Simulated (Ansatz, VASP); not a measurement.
One calculation of CsBa3, two programs

```
Cs Ba
1.0
     0.00000    5.22128    5.22128
     5.22128    0.00000    5.22128
     5.22128    5.22128    0.00000
Cs Ba
1 3
Cartesian
  0.0000 0.0000 0.0000
  2.6106 2.6106 2.6106
  7.8319 7.8319 7.8319
  5.2213 5.2213 5.2213
```

Alike in both runs: task single point; functional BLYP; k mesh 4 × 4 × 4; no spin polarisation.

|  | VASP | Ansatz |
| --- | --- | --- |
| version | VASP 6.6.1 | Ansatz 0.2.0 |
| potentials or method | VASP PAW PBE potentials, release 64 (Cs_sv, Ba_sv), cutoff 520 eV | plane waves, PAW |
| occupations | methfessel-paxton of order 1, width 0.1 eV | cold |
| valence electrons in the cell | 39 | 39 |

|  | VASP | Ansatz | Ansatz less VASP |
| --- | --- | --- | --- |
| pressure (GPa) | 0.4 | 0.4 | +0.01 |

VASP's potentials were made for PBE, not for BLYP.

Spin-orbit coupling is off throughout.
